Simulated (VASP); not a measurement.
Here is a VASP 6.6.1 calculation.

INCAR

```
ALGO     = Normal         # electronic algorithm
EDIFF    = 1E-7           # SCF threshold, eV
ENCUT    = 520            # plane-wave cutoff, eV
GGA      = PE             # functional
ISIF     = 2              # what is computed and relaxed
ISMEAR   = 0              # smearing method
LASPH    = True           # aspherical terms in the spheres
LCHARG   = False          # write CHGCAR
LREAL    = False          # projectors in reciprocal space
LWAVE    = False          # write WAVECAR
NBANDS   = 35             # bands
NELM     = 100            # most SCF steps
PREC     = Accurate       # precision mode
SIGMA    = 0.1            # smearing width, eV
```

Contents of KPOINTS:

```
k-points
0
Gamma
  3 3 4
```

Contents of POSCAR:

```
Sb3Pd
1.0
    8.3229693272      0.0000000000      0.0000000000
   -4.1614846636      7.2079028723      0.0000000000
    0.0000000000      0.0000000000      3.5017165366
Sb Pd
6 2
Direct
    0.8151222836      0.6302445673      0.2500000000
    0.1848777164      0.8151222836      0.7500000000
    0.3697554327      0.1848777164      0.2500000000
    0.1848777164      0.3697554327      0.7500000000
    0.8151222836      0.1848777164      0.2500000000
    0.6302445673      0.8151222836      0.7500000000
    0.3333333333      0.6666666667      0.2500000000
    0.6666666667      0.3333333333      0.7500000000
```

Potentials or basis: VASP PAW PBE potentials, release 64 (Sb, Pd).

Launch:

```bash
$ cat potpaw_PBE.64/Sb/POTCAR potpaw_PBE.64/Pd/POTCAR > POTCAR
$ mpirun -np 1 vasp_std > vasp.out
```

Q: Predict the pressure.

A: -0.1 GPa.

Q: What does it give for the largest force?

A: 0.006 eV/Å.

Forces on the atoms (eV/Å):
```
Sb   0.000  0.006  0.000
Sb  -0.005  0.003  0.000
Sb  -0.005 -0.003  0.000
Sb   0.000 -0.006  0.000
Sb   0.005 -0.003  0.000
Sb   0.005  0.003  0.000
Pd   0.000  0.000  0.000
Pd   0.000  0.000  0.000
```

Caveat: the k points lie up to 0.45 Å⁻¹ apart, too coarse for converged energies and pressures of a metal.
